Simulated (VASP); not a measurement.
# TaGaGe (P4/nmm) in VASP: single point with PBE

Aim: the single point of TaGaGe with PBE.

Everything below comes from runs of VASP 6.6.1. Logs are shortened: lines on timing, memory, paths and dates and some standing lists are left out, and cuts for length are marked.

**1. The cell of the first run**

The structure is tetragonal, space group P4/nmm (No. 129). Conventional cell: a = 3.270 Å, b = 3.270 Å, c = 8.246 Å, α = 90.00°, β = 90.00°, γ = 90.00°. Within 3.4 Å of Ta (site symmetry 4mm) lie 5 Ge at 2.60 to 2.61 Å and 5 Ga at 2.77 to 2.93 Å and 4 Ta at 3.27 Å. Within 3.6 Å of Ga (site symmetry 4mm) lie 8 Ga at 2.71 to 3.27 Å and 1 Ge at 2.72 Å and 5 Ta at 2.77 to 2.93 Å. Within 3.4 Å of Ge (site symmetry 4mm) lie 5 Ta at 2.60 to 2.61 Å and 8 Ge at 2.70 to 3.27 Å and 1 Ga at 2.72 Å.

**2. Single point, PBE, collinear spin**

The input, INCAR:

```
SYSTEM = TaGaGe
PREC = Accurate ; ENCUT = 520
EDIFF = 1E-6 ; ISMEAR = 1
SIGMA = 0.025 ; LREAL = .False.
LASPH = .True. ; NELM = 150
ALGO = Normal ; ISIF = 2
LWAVE = .False. ; LCHARG = .False.
ISPIN = 2 ; MAGMOM = 2 2 3 1 2 2
LORBIT = 11 ; LMAXMIX = 4
GGA = PE ; NBANDS = 51
```

The input, KPOINTS:

```
Automatic mesh
0
Gamma
  6 6 3
  0.5 0.5 0.5
```

The input, POSCAR:

```
TaGaGe
1.0
    3.2703460000      0.0000000000      0.0000000000
    0.0000000000      3.2703460000      0.0000000000
    0.0000000000      0.0000000000      8.2459980000
Ta Ga Ge
2 2 2
Direct
    0.7500000000      0.7500000000      0.7306300000
    0.2500000000      0.2500000000      0.2693700000
    0.2500000000      0.2500000000      0.9146000000
    0.7500000000      0.7500000000      0.0854000000
    0.7500000000      0.7500000000      0.4152000000
    0.2500000000      0.2500000000      0.5848000000
```

Potentials or basis: VASP PAW PBE potentials, release 64 (Ta_pv, Ga_d, Ge_d).

Run with:

```console
cat potpaw_PBE.64/Ta_pv/POTCAR potpaw_PBE.64/Ga_d/POTCAR potpaw_PBE.64/Ge_d/POTCAR > POTCAR
mpirun -np 1 vasp_std > vasp.out
```

OUTCAR:

```text
SYSTEM = TaGaGe
   PREC = Accurate
   ENCUT = 520
   EDIFF = 1E-6
   ISMEAR = 1
   LREAL = .False.
   LASPH = .True.
   NELM = 150
   ISIF = 2
   ISPIN = 2
   LORBIT = 11
   GGA = PE

 ion  position               nearest neighbor table
   1  0.750  0.750  0.731-   5 2.60   6 2.61   6 2.61   6 2.61   6 2.61   3 2.77   3 2.77   3 2.77
                             3 2.77   4 2.93
   2  0.250  0.250  0.269-   6 2.60   5 2.61   5 2.61   5 2.61   5 2.61   4 2.77   4 2.77   4 2.77
                             4 2.77   3 2.93
   3  0.250  0.250  0.915-   4 2.71   4 2.71   4 2.71   4 2.71   6 2.72   1 2.77   1 2.77   1 2.77
                             1 2.77   2 2.93
   4  0.750  0.750  0.085-   3 2.71   3 2.71   3 2.71   3 2.71   5 2.72   2 2.77   2 2.77   2 2.77
                             2 2.77   1 2.93
   5  0.750  0.750  0.415-   1 2.60   2 2.61   2 2.61   2 2.61   2 2.61   6 2.70   6 2.70   6 2.70
                             6 2.70   4 2.72
   6  0.250  0.250  0.585-   2 2.60   1 2.61   1 2.61   1 2.61   1 2.61   5 2.70   5 2.70   5 2.70
                             5 2.70   3 2.72

  LATTYP: Found a simple tetragonal cell.
 ALAT       =     3.2703460000
 C/A-ratio  =     2.5214451315

  Lattice vectors:

 A1 = (   3.2703460000,   0.0000000000,   0.0000000000)
 A2 = (   0.0000000000,   3.2703460000,   0.0000000000)
 A3 = (   0.0000000000,   0.0000000000,   8.2459980000)

Analysis of symmetry for initial positions (statically):
=====================================================================
 Subroutine PRICEL returns:
 Original cell was already a primitive cell.

 Routine SETGRP: Setting up the symmetry group for a
 simple tetragonal supercell.

 Subroutine GETGRP returns: Found 16 space group operations
 (whereof  4 operations were pure point group operations)
 out of a pool of 16 trial point group operations.

The static configuration has the point symmetry C_2h.
 The point group associated with its full space group is D_4h.

Analysis of symmetry for dynamics (positions and initial velocities):
=====================================================================
 Subroutine PRICEL returns:
 Original cell was already a primitive cell.

 Routine SETGRP: Setting up the symmetry group for a
 simple tetragonal supercell.

 Subroutine GETGRP returns: Found 16 space group operations
 (whereof  4 operations were pure point group operations)
 out of a pool of 16 trial point group operations.

The dynamic configuration has the point symmetry C_2h.
 The point group associated with its full space group is D_4h.
[... 144 lines left out ...]
 maximum number of plane-waves:      2394
 NGX is ok and might be reduce to    24
   NGX = 13   NGY = 13   NGZ = 31

 number of electron      76.0000000 magnetization      12.0000000

 number of electron      76.0000031 magnetization       0.0026552

 Free energy of the ion-electron system (eV)
  ---------------------------------------------------
  ext. energy  EPLUGINS =         0.00000000
  ---------------------------------------------------
  free energy    TOTEN  =       -37.63386200 eV

  energy without entropy =      -37.63395870  energy(sigma->0) =      -37.63389423

 E-fermi :   7.8071     XC(G=0): -12.9059

 val. band max:        7.7924659394   @ k =   0.2500   0.2500   0.1667
 cond. band min:       7.8204840838   @ k =   0.2500   0.2500   0.5000
 fundamental gap:      0.0280181443
 Fermi energy:         7.8071142888

 spin component 1

 k-point     1 :       0.0833    0.0833    0.1667
  band No.  band energies     occupation
      1     -25.9662      1.00000
      2     -25.9495      1.00000
      3     -25.7775      1.00000
      4     -25.7775      1.00000
      5     -25.7756      1.00000
      6     -25.7754      1.00000
[... 625 lines left out ...]
     49      14.7489      0.00000
     50      15.7111      0.00000
 Fermi energy:         7.8071142888

 spin component 2

 k-point     1 :       0.0833    0.0833    0.1667
  band No.  band energies     occupation
      1     -25.9658      1.00000
      2     -25.9490      1.00000
      3     -25.7772      1.00000
      4     -25.7771      1.00000
      5     -25.7752      1.00000
      6     -25.7751      1.00000
[... 625 lines left out ...]
     49      14.7494      0.00000
     50      15.7115      0.00000
 [bands above 50 left out]

------------------------ aborting loop because EDIFF is reached ----------------------------------------

  FORCE on cell =-STRESS in cart. coord.  units (eV):
  Direction    XX          YY          ZZ          XY          YZ          ZX
  --------------------------------------------------------------------------------------
  -------------------------------------------------------------------------------------
  Total       11.9402619     11.9402619     19.2004938      0.0000000     -0.0000000      0.0000000
  in kB      216.9171064    216.9171064    348.8127477      0.0000000     -0.0000000      0.0000000
  external PRESSURE =     260.8823202 kB  Pullay stress =       0.0000000 kB

 VOLUME and BASIS-vectors are now :
 -----------------------------------------------------------------------------
  energy-cutoff  :      520.00
  volume of cell :       88.19
      direct lattice vectors                 reciprocal lattice vectors
     3.270346000  0.000000000  0.000000000     0.305778043  0.000000000  0.000000000
     0.000000000  3.270346000  0.000000000     0.000000000  0.305778043  0.000000000
     0.000000000  0.000000000  8.245998000     0.000000000  0.000000000  0.121270949

 POSITION                                       TOTAL-FORCE (eV/Angst)
 -----------------------------------------------------------------------------------
      2.45276      2.45276      6.02477         0.000000     -0.000000      1.522134
      0.81759      0.81759      2.22122        -0.000000     -0.000000     -1.522174
      0.81759      0.81759      7.54179        -0.000000     -0.000000      0.553829
      2.45276      2.45276      0.70421         0.000000      0.000000     -0.553599
      2.45276      2.45276      3.42374         0.000000     -0.000000     -0.038463
      0.81759      0.81759      4.82226         0.000000     -0.000000      0.038273
 -----------------------------------------------------------------------------------
    total drift:                                0.000000     -0.000000     -0.000005

  FREE ENERGIE OF THE ION-ELECTRON SYSTEM (eV)
  ---------------------------------------------------
  free  energy   TOTEN  =       -37.6338619971 eV

  energy  without entropy=      -37.6339587014  energy(sigma->0) =      -37.63389423

 total charge

# of ion       s       p       d       tot
------------------------------------------
    1        0.315   6.197   2.515   9.027
    2        0.315   6.197   2.515   9.027
    3        0.936   0.829  10.013  11.778
    4        0.936   0.829  10.013  11.778
    5        1.137   1.415  10.119  12.671
    6        1.137   1.415  10.119  12.671
--------------------------------------------------
tot          4.776  16.881  45.295  66.952

 magnetization (x)

# of ion       s       p       d       tot
------------------------------------------
    1        0.000   0.000   0.000   0.000
    2        0.000   0.000   0.000   0.000
    3       -0.000   0.000   0.000   0.000
    4       -0.000   0.000   0.000   0.000
    5       -0.000   0.000   0.000   0.000
    6       -0.000   0.000   0.000   0.000
--------------------------------------------------
tot         -0.000   0.000   0.001   0.001
```

OSZICAR:

```text
N       E                     dE             d eps       ncg     rms          rms(c)
DAV:   1     0.801669679317E+03    0.80167E+03   -0.34744E+04  3101   0.356E+03
DAV:   2     0.108527919745E+03   -0.69314E+03   -0.65993E+03  2456   0.831E+02
DAV:   3    -0.262988070903E+02   -0.13483E+03   -0.13041E+03  2717   0.223E+02
DAV:   4    -0.346528352754E+02   -0.83540E+01   -0.82168E+01  2929   0.599E+01
DAV:   5    -0.349108480973E+02   -0.25801E+00   -0.25733E+00  3080   0.112E+01    0.366E+01
DAV:   6    -0.350480619103E+02   -0.13721E+00   -0.54979E+00  3354   0.221E+01    0.160E+01
DAV:   7    -0.373011589172E+02   -0.22531E+01   -0.12011E+00  3314   0.113E+01    0.805E+00
DAV:   8    -0.376071497644E+02   -0.30599E+00   -0.58762E-01  3293   0.723E+00    0.254E+00
DAV:   9    -0.376381699973E+02   -0.31020E-01   -0.32755E-01  3608   0.526E+00    0.741E-01
DAV:  10    -0.376324403057E+02    0.57297E-02   -0.79384E-02  3735   0.282E+00    0.317E-01
DAV:  11    -0.376336780916E+02   -0.12378E-02   -0.10472E-02  3232   0.104E+00    0.133E-01
DAV:  12    -0.376338092845E+02   -0.13119E-03   -0.15367E-03  3039   0.481E-01    0.802E-02
DAV:  13    -0.376338476149E+02   -0.38330E-04   -0.26888E-04  3363   0.258E-01    0.338E-02
DAV:  14    -0.376338585181E+02   -0.10903E-04   -0.73522E-05  3023   0.979E-02    0.152E-02
DAV:  15    -0.376338604415E+02   -0.19235E-05   -0.15011E-05  2919   0.440E-02    0.704E-03
DAV:  16    -0.376338615709E+02   -0.11294E-05   -0.26657E-06  1857   0.241E-02    0.319E-03
DAV:  17    -0.376338619971E+02   -0.42619E-06   -0.96008E-07  1448   0.143E-02
   1 F= -.37633862E+02 E0= -.37633894E+02  d E =0.967043E-04  mag=     0.0017
```

stdout:

```text
POSCAR found type information on POSCAR TaGaGe
 POSCAR found :  3 types and       6 ions
 scaLAPACK will be used
 LDA part: xc-table for (Slater+PW92), standard interpolation
 POSCAR, INCAR and KPOINTS ok, starting setup
 FFT: planning ... GRIDC
 FFT: planning ... GRID_SOFT
 FFT: planning ... GRID
 WAVECAR not read
 entering main loop
```

Run time: 94 s. Hardware: 1 thread of Intel Xeon Platinum 8488C (Sapphire Rapids), shared host; peak memory 0.26 GiB.

What came out:

| Item | Value |
| --- | --- |
| Free energy | -37.6339 eV |
| Pressure | 26.1 GPa |
| Largest force | 1.522 eV/Å |
| Band gap on the k mesh | zero (filled and empty bands overlap) |
| Net moment | 0.00 μB per cell |
| Valence electrons inside the program's atomic spheres | Ta 9.03; Ga 11.78; Ge 12.67 |

Forces in eV/Å, atoms in the order of the input:
```
Ta   0.000  0.000  1.522
Ta   0.000  0.000 -1.522
Ga   0.000  0.000  0.554
Ga   0.000  0.000 -0.554
Ge   0.000  0.000 -0.038
Ge   0.000  0.000  0.038
```

Caveat: the stress differs along the axes, from 22 to 35 GPa; spin-orbit coupling is left out, which moves the levels of the heavy elements; forces of over 1 eV/Å act on the atoms, so gaps and moduli don't describe the material at rest.

The gap in the log of VASP goes by the Fermi energy; the results here count the filled bands.